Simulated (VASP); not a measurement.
HfMoC2:

```
Hf Mo C
1.0
     3.21256    0.00000    0.00000
     0.00000    3.21256    0.00000
     0.00000    0.00000    4.51487
Hf Mo C
1 1 2
Cartesian
  0.0000 0.0000 0.0000
  1.6063 1.6063 2.2574
  1.6063 1.6063 0.0000
  0.0000 0.0000 2.2574
```

Base run:

- Program: VASP 6.6.1
- Functional: LDA
- Potentials or basis: VASP PAW LDA potentials, release 64 (Hf_pv, Mo_sv, C)
- Cutoff: 520 eV
- k mesh: 8 × 8 × 6
- Occupations: fermi-dirac, width 0.05 eV
- Spin: no spin polarisation

Its results: band gap on the k mesh zero (band 16 reaches 10.13 eV, above the bottom of band 17 at 7.68 eV); pressure -18.4 GPa.

Q: The run is repeated on the same cell with these changes: functional from LDA to PBEsol; potentials or basis from VASP PAW LDA potentials, release 64 (Hf_pv, Mo_sv, C) to VASP PAW PBE potentials, release 64 (Hf_pv, Mo_sv, C). What comes out?

A: Band gap on the k mesh zero (band 16 reaches 10.10 eV, above the bottom of band 17 at 7.66 eV); pressure -13.9 GPa.

Caveats: spin-orbit coupling is left out, which moves the levels of the heavy elements; the PAW data sets were made with another functional, which shifts forces and pressure a little (some runs).
